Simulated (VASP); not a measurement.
# LaPd2 (I4/mmm) in VASP: notebook, part 2 of 2

VASP 6.6.1. The steps go on from the part before.

**5. Single point, PBEsol**

This run uses another cell than the first one, of 22.46 Å³/atom, 0.867 times its volume.

The input, INCAR:

```
  PREC = Accurate
  ENCUT = 520
  EDIFF = 1E-7
  ISMEAR = -1
  SIGMA = 0.05
  LREAL = F
  LASPH = T
  NELM = 100
  ALGO = Normal
  ISIF = 2
  LWAVE = F
  LCHARG = F
  GGA = PS
  NBANDS = 22
```

The input, KPOINTS:

```
Automatic mesh
0
Gamma
  9 9 9
```

The input, POSCAR:

```
LaPd2
1.0
   -1.9539532481      1.9539532481      4.4120439189
    1.9539532481     -1.9539532481      4.4120439189
    1.9539532481      1.9539532481     -4.4120439189
La Pd
1 2
Direct
    0.0000000000      0.0000000000      0.0000000000
    0.2500000000      0.7500000000      0.5000000000
    0.7500000000      0.2500000000      0.5000000000
```

Potentials or basis: VASP PAW PBE potentials, release 64 (La, Pd).

The run is started by

```
cat potpaw_PBE.64/La/POTCAR potpaw_PBE.64/Pd/POTCAR > POTCAR
mpirun -np 1 vasp_std > vasp.out
```

OUTCAR:

```text
PREC = Accurate
   ENCUT = 520
   EDIFF = 1E-7
   ISMEAR = -1
   LREAL = F
   LASPH = T
   NELM = 100
   ISIF = 2
   GGA = PS

 ion  position               nearest neighbor table
   1  0.000  0.000  0.000-   3 2.95   2 2.95   2 2.95   3 2.95   2 2.95   3 2.95   3 2.95   2 2.95

   2  0.250  0.750  0.500-   3 2.76   3 2.76   3 2.76   3 2.76   1 2.95   1 2.95   1 2.95   1 2.95

   3  0.750  0.250  0.500-   2 2.76   2 2.76   2 2.76   2 2.76   1 2.95   1 2.95   1 2.95   1 2.95

  LATTYP: Found a body centered tetragonal cell.
 ALAT       =     3.9079064962
 C/A-ratio  =     2.2580089484

  Lattice vectors:

 A1 = (  -1.9539532481,   1.9539532481,   4.4120439189)
 A2 = (   1.9539532481,  -1.9539532481,   4.4120439189)
 A3 = (   1.9539532481,   1.9539532481,  -4.4120439189)

Analysis of symmetry for initial positions (statically):
=====================================================================
 Subroutine PRICEL returns:
 Original cell was already a primitive cell.

 Routine SETGRP: Setting up the symmetry group for a
 body centered tetragonal supercell.

 Subroutine GETGRP returns: Found 16 space group operations
 (whereof 16 operations were pure point group operations)
 out of a pool of 16 trial point group operations.
[... 165 lines left out ...]

 val. band max:        8.4212557737   @ k =  -0.1111  -0.1111   0.1111
 cond. band min:       8.4342548064   @ k =  -0.3333   0.2222   0.0000
 fundamental gap:      0.0129990327
 Fermi energy:         8.4284796111

 k-point     1 :       0.0000    0.0000    0.0000
  band No.  band energies     occupation
      1     -23.9846      2.00000
      2      -7.8173      2.00000
      3      -7.6126      2.00000
      4      -7.6126      2.00000
      5       2.9425      2.00000
      6       3.9997      2.00000
[... 589 lines left out ...]
     21      10.8898      0.00000
     22      10.9737      0.00000

 [... further k-points ...]

------------------------ aborting loop because EDIFF is reached ----------------------------------------

  FORCE on cell =-STRESS in cart. coord.  units (eV):
  Direction    XX          YY          ZZ          XY          YZ          ZX
  --------------------------------------------------------------------------------------
  -------------------------------------------------------------------------------------
  Total       -0.0286328     -0.0286328     -0.0121441      0.0000000      0.0000000      0.0000000
  in kB       -0.6808420     -0.6808420     -0.2887682      0.0000000      0.0000000      0.0000000
  external PRESSURE =      -0.5501507 kB  Pullay stress =       0.0000000 kB

 VOLUME and BASIS-vectors are now :
 -----------------------------------------------------------------------------
  energy-cutoff  :      520.00
  volume of cell :       67.38
      direct lattice vectors                 reciprocal lattice vectors
    -1.953953248  1.953953248  4.412043919     0.000000000  0.255891486  0.113326161
     1.953953248 -1.953953248  4.412043919     0.255891486  0.000000000  0.113326161
     1.953953248  1.953953248 -4.412043919     0.255891486  0.255891486  0.000000000

 POSITION                                       TOTAL-FORCE (eV/Angst)
 -----------------------------------------------------------------------------------
      0.00000      0.00000      0.00000         0.000000      0.000000      0.000000
      1.95395     -0.00000      2.20602         0.000000     -0.000000     -0.000000
     -0.00000      1.95395      2.20602        -0.000000      0.000000     -0.000000
 -----------------------------------------------------------------------------------
    total drift:                                0.000000     -0.000000     -0.000000

  FREE ENERGIE OF THE ION-ELECTRON SYSTEM (eV)
  ---------------------------------------------------
  free  energy   TOTEN  =       -18.8526360227 eV

  energy  without entropy=      -18.8359061466  energy(sigma->0) =      -18.84427108
```

OSZICAR:

```text
N       E                     dE             d eps       ncg     rms          rms(c)
DAV:   1     0.241447064337E+03    0.24145E+03   -0.12556E+04  3460   0.199E+03
DAV:   2     0.217363683672E+02   -0.21971E+03   -0.19351E+03  3934   0.303E+02
DAV:   3    -0.166569716505E+02   -0.38393E+02   -0.35120E+02  4652   0.129E+02
DAV:   4    -0.195784891642E+02   -0.29215E+01   -0.27667E+01  5914   0.341E+01
DAV:   5    -0.197198392569E+02   -0.14135E+00   -0.14004E+00  4908   0.733E+00    0.894E+00
DAV:   6    -0.193034275417E+02    0.41641E+00   -0.10394E+01  5592   0.264E+01    0.418E+00
DAV:   7    -0.188982693994E+02    0.40516E+00   -0.20883E+00  5266   0.119E+01    0.239E+00
DAV:   8    -0.188813150700E+02    0.16954E-01   -0.49531E-01  5664   0.497E+00    0.110E+00
DAV:   9    -0.188525992657E+02    0.28716E-01   -0.12536E-01  5668   0.353E+00    0.224E-01
DAV:  10    -0.188526142175E+02   -0.14952E-04   -0.56926E-03  5112   0.581E-01    0.542E-02
DAV:  11    -0.188526532989E+02   -0.39081E-04   -0.49705E-04  5776   0.174E-01    0.329E-02
DAV:  12    -0.188526355918E+02    0.17707E-04   -0.90859E-05  5652   0.997E-02    0.103E-02
DAV:  13    -0.188526358544E+02   -0.26259E-06   -0.10372E-05  5192   0.282E-02    0.295E-03
DAV:  14    -0.188526360629E+02   -0.20855E-06   -0.89861E-07  5446   0.866E-03    0.124E-03
DAV:  15    -0.188526360227E+02    0.40251E-07   -0.10625E-07  3110   0.346E-03
   1 F= -.18852636E+02 E0= -.18844271E+02  d E =-.167299E-01
```

Wall time 2.7 min (1 thread of Intel Xeon Platinum 8259CL at 2.50GHz (Skylake/Cascade Lake), shared host); peak memory 0.33 GiB.

What came out:

| Item | Value |
| --- | --- |
| Free energy | -18.8526 eV |
| Pressure | -0.1 GPa |

Levels at points of the mesh, in eV from the Fermi level:
```
           k point  band 12  band 13  band 14  band 15  band 16  band 17  band 18  band 19
(0.00, 0.00, 0.00)    -2.14    -2.14    -1.01    -0.30    -0.01     1.60     1.80     1.80
```

Caveat: the PAW data sets were made with another functional, which shifts forces and pressure a little; spin-orbit coupling is left out, which moves the levels of the heavy elements.

**6. Single point, PBE**

This run uses another cell than the first one, of 23.79 Å³/atom, 0.919 times its volume.

The input, INCAR:

```
SYSTEM = LaPd2
PREC = Accurate
ENCUT = 520
EDIFF = 1E-6
ISMEAR = -1
SIGMA = 0.05
LREAL = .FALSE.
LASPH = .TRUE.
NELM = 80
ALGO = Normal
ISIF = 2
LWAVE = .FALSE.
LCHARG = .FALSE.
GGA = PE
NBANDS = 22
```

The input, KPOINTS:

```
Automatic mesh
0
G
  9 9 9
  0 0 0
```

The input, POSCAR:

```
LaPd2
1.0
   -1.9985861751      1.9985861751      4.4669722306
    1.9985861751     -1.9985861751      4.4669722306
    1.9985861751      1.9985861751     -4.4669722306
La Pd
1 2
Direct
    0.0000000000      0.0000000000      0.0000000000
    0.2500000000      0.7500000000      0.5000000000
    0.7500000000      0.2500000000      0.5000000000
```

Potentials or basis: VASP PAW PBE potentials, release 64 (La, Pd).

The run is started by

```
cat potpaw_PBE.64/La/POTCAR potpaw_PBE.64/Pd/POTCAR > POTCAR
mpirun -np 1 vasp_std > vasp.out
```

It took 2.7 min on 1 thread of Intel Xeon Platinum 8259CL at 2.50GHz (Skylake/Cascade Lake), shared host; peak memory 0.33 GiB.

Results (log left out):

* Free energy: -17.0784 eV
* Pressure: -0.1 GPa

Levels at points of the mesh, in eV from the Fermi level:
```csv
k point,band 11,band 12,band 13,band 14,band 15,band 16,band 17,band 18,band 19,band 20
"(0.00, 0.00, 0.00)",-2.34,-2.09,-2.09,-1.05,-0.24,-0.15,1.62,1.71,1.71,2.08
```

Caveat: spin-orbit coupling is left out, which moves the levels of the heavy elements.

**7. Summary**

```tsv
task	level	potentials or basis	cell	k mesh	gap on the mesh (eV)	pressure (GPa)
relaxation of the atoms	PBE	VASP PAW PBE potentials, release 64 (La, Pd)	atoms relaxed from a = 5.356 Å, angles 134.2, 134.2, 66.8°, 3 atoms	8 × 8 × 8	none	-4.9
single point	BLYP	VASP PAW PBE potentials, release 64 (La, Pd)	a = 5.346 Å, angles 134.5, 134.5, 66.3°, 3 atoms	9 × 9 × 9	none	0.1
single point	LDA	VASP PAW LDA potentials, release 64 (La, Pd)	a = 5.152 Å, angles 135.9, 135.9, 64.1°, 3 atoms	9 × 9 × 9	none	0.1
single point	PBEsol	VASP PAW PBE potentials, release 64 (La, Pd)	a = 5.206 Å, angles 135.9, 135.9, 64.1°, 3 atoms	9 × 9 × 9	none	-0.1
single point	PBE	VASP PAW PBE potentials, release 64 (La, Pd)	a = 5.286 Å, angles 135.6, 135.6, 64.6°, 3 atoms	9 × 9 × 9	none	-0.1
```

Alike in all rows: no spin polarisation; cutoff (eV) 520; smearing fermi-dirac 0.05 eV.

Caveats: spin-orbit coupling is left out, which moves the levels of the heavy elements; the PAW data sets were made with another functional, which shifts forces and pressure a little (some runs); the relaxation stopped at its first step, so nothing moved (some runs).

Total energies depend on the potentials used, so only differences within one code and one set of settings carry meaning.
